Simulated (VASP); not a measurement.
Wanted: the native input for a VASP 6.6.1 run.

* Task: single point
* Functional: r2SCAN
* Potentials or basis: VASP PAW PBE potentials, release 64 (F, Li_sv)
* Cutoff: 520 eV
* k mesh: 4 × 4 × 1
* Occupations: fermi-dirac, width 0.05 eV
* Spin: no spin polarisation
* Dipole correction: no
* Further INCAR settings: LREAL = Auto; ALGO = Normal; EDIFF = 1e-06; NBANDS = 54

System: LiF, a slab with vacuum.

```xyz
16
Lattice="2.0038 2.0038 0.0000 -2.0038 2.0038 0.0000 0.0000 0.0000 27.0266" Properties=species:S:1:pos:R:3 pbc="T T T"
F     0.0001    2.0158    6.4826
F    -0.0007    2.0168   10.5089
F    -0.0012    2.0166   14.5148
F    -0.0025    2.0164   18.5184
F     0.0002    0.0125    8.5084
F    -0.0008    0.0130   12.5139
F    -0.0018    0.0123   16.5189
F    -0.0033    0.0125   20.5445
Li    0.0016    0.0115    6.5464
Li    0.0011    0.0108   10.5116
Li   -0.0015    0.0114   14.5163
Li   -0.0032    0.0131   18.5311
Li    0.0015    2.0151    8.4966
Li   -0.0004    2.0155   12.5141
Li   -0.0023    2.0163   16.5171
Li   -0.0037    2.0173   20.4807
```

These files were run (other wordings do the same):

POSCAR

```
LiF
1.0
    2.0037960000      2.0037960000      0.0000000000
   -2.0037960000      2.0037960000      0.0000000000
    0.0000000000      0.0000000000     27.0265730000
F Li
8 8
Direct
    0.5030300000      0.5029780000      0.2398590000
    0.5030610000      0.5034310000      0.3888370000
    0.5028930000      0.5034760000      0.5370570000
    0.5025390000      0.5037740000      0.6851920000
    0.0031700000      0.0030760000      0.3148170000
    0.0030510000      0.0034320000      0.4630210000
    0.0026010000      0.0035200000      0.6112110000
    0.0022950000      0.0039290000      0.7601590000
    0.0032650000      0.0024500000      0.2422220000
    0.0029760000      0.0024250000      0.3889340000
    0.0024950000      0.0032190000      0.5371120000
    0.0024700000      0.0040880000      0.6856610000
    0.5031890000      0.5024430000      0.3143780000
    0.5028040000      0.5030260000      0.4630310000
    0.5025450000      0.5036910000      0.6111420000
    0.5024440000      0.5042850000      0.7577980000
```

INCAR.step1

```
SYSTEM = LiF
ALGO = Normal
EDIFF = 1E-4
ENCUT = 520
GGA = PE
ISMEAR = -1
LASPH = .True.
LCHARG = .False.
LREAL = Auto
LWAVE = .True.
NBANDS = 54
NELM = 60
PREC = Accurate
SIGMA = 0.05
```

INCAR.step2

```
SYSTEM = LiF
ALGO = Normal
EDIFF = 1E-6
ENCUT = 520
ISIF = 2
ISMEAR = -1
ISTART = 1
LASPH = .True.
LCHARG = .True.
LELF = .True.
LMIXTAU = .True.
LREAL = Auto
LVHAR = .True.
LWAVE = .False.
METAGGA = R2SCAN
NBANDS = 54
NELM = 60
PREC = Accurate
SIGMA = 0.05
```

KPOINTS

```
k-points
0
Gamma
  4 4 1
  0 0 0
```

Potentials or basis: VASP PAW PBE potentials, release 64 (F, Li_sv).

The run is started by

```sh
$ cat potpaw_PBE.64/F/POTCAR potpaw_PBE.64/Li_sv/POTCAR > POTCAR
$ cp INCAR.step1 INCAR
$ mpirun -np 1 vasp_std > vasp.out
$ cp INCAR.step2 INCAR
$ mpirun -np 1 vasp_std > vasp.out
```

Results of the run:

```
Largest force          : 0.072 eV/Å
Band gap on the k mesh : 7.72 eV (least direct gap 7.83 eV)
```

Caveat: the k points lie up to 0.55 Å⁻¹ apart; the PAW data sets were made with another functional, which shifts forces and pressure a little.

It took 23 min on 1 thread of Intel Xeon 8259CL, on a shared host, peak memory 0.38 GiB.
